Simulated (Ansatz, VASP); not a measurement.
## One calculation of MnS, two programs

Contents of INCAR:

```
PREC = Accurate
ENCUT = 520
EDIFF = 1E-7
ISMEAR = 0
SIGMA = 0.1
LREAL = F
LASPH = T
NELM = 150
ALGO = Normal
ISIF = 2
LWAVE = F
LCHARG = F
ISPIN = 2
MAGMOM = 4.42 0.14
LORBIT = 11
LMAXMIX = 4
GGA = PE
NBANDS = 20
```

KPOINTS

```
Automatic mesh
0
Gamma
  14 14 14
```

Contents of POSCAR:

```
MnS
1.0
    0.0000000000      2.4955955933      2.4955955933
    2.4955955933      0.0000000000      2.4955955933
    2.4955955933      2.4955955933      0.0000000000
Mn S
1 1
Direct
    0.0000000000      0.0000000000      0.0000000000
    0.5000000000      0.5000000000      0.5000000000
```

Input for Ansatz:

```yaml
crystal:
  lattice:
    - [0.0, 2.4955955925, 2.4955955925]
    - [2.4955955925, 0.0, 2.4955955925]
    - [2.4955955925, 2.4955955925, 0.0]
  atoms:
    - { symbol: Mn, position: [0.0, 0.0, 0.0], spin: 4.42 }
    - { symbol: S, position: [0.5, 0.5, 0.5], spin: 0.14 }
basis:
  ecutwfc: 420
kpoints:
  mp_grid: { grid: [14, 14, 14] }
hamiltonian:
  xc: pbe
scf:
  occupations: { method: gaussian, width: 0.1 }
output:
  forces: true
  stress: true
  eigenvalues: true
  populations: true
magnetization:
  spin_polarized: true
```

Alike in both runs: task single point; functional PBE; k mesh 14 × 14 × 14; occupations gaussian, width 0.1 eV; collinear spin.

|  | VASP | Ansatz |
| --- | --- | --- |
| version | VASP 6.6.1 | Ansatz 0.2.0 |
| potentials or method | VASP PAW PBE potentials, release 64 (Mn_pv, S), cutoff 520 eV | scalar-relativistic, plane waves, PAW |
| valence electrons in the cell | 19 | 21 |

```csv
,VASP,Ansatz,Ansatz less VASP
gap on the k mesh at the Fermi level (eV),none,none,-
pressure (GPa),4.4,4.4,-0.05
net moment per atom (μB),2.16,2.16,-0.001
size of the moment on the site where the two differ most (μB),3.96,3.86,-0.105
```

Site moments also hang on the region over which each program counts them. A gap of «none» marks a metal or a gap that the smearing closes. The functional is the same, so the differences come from potentials, cutoffs and numerics. VASP's potentials hold 19 valence electrons a cell and Ansatz's 21, so a difference there can come from the potentials and not from the codes.
